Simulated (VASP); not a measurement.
The system is CdS.

```
Cd S
1.0
     0.00000    2.75324    2.75324
     2.75324    0.00000    2.75324
     2.75324    2.75324    0.00000
Cd S
1 1
Direct
  0.00000 0.00000 0.00000
  0.50000 0.50000 0.50000
```

Base run:

```yaml
Program: VASP 6.6.1
Functional: LDA
Potentials_or_basis: VASP PAW LDA potentials, release 64 (Cd, S)
Cutoff: 520 eV
k_mesh: 5 × 5 × 5
Occupations: gaussian, width 0.01 eV
Spin: no spin polarisation
```

Its results: band gap on the k mesh 0.50 eV, indirect (least direct gap 1.30 eV); pressure -6.3 GPa.

Q: The run is repeated on the same cell with these changes: k mesh from 5 × 5 × 5 to 3 × 3 × 3. What comes out?

A: Band gap on the k mesh 0.71 eV, indirect (least direct gap 1.22 eV); pressure -5.1 GPa.

Caveats: some runs use coarse meshes.

A k mesh can miss the band edges.
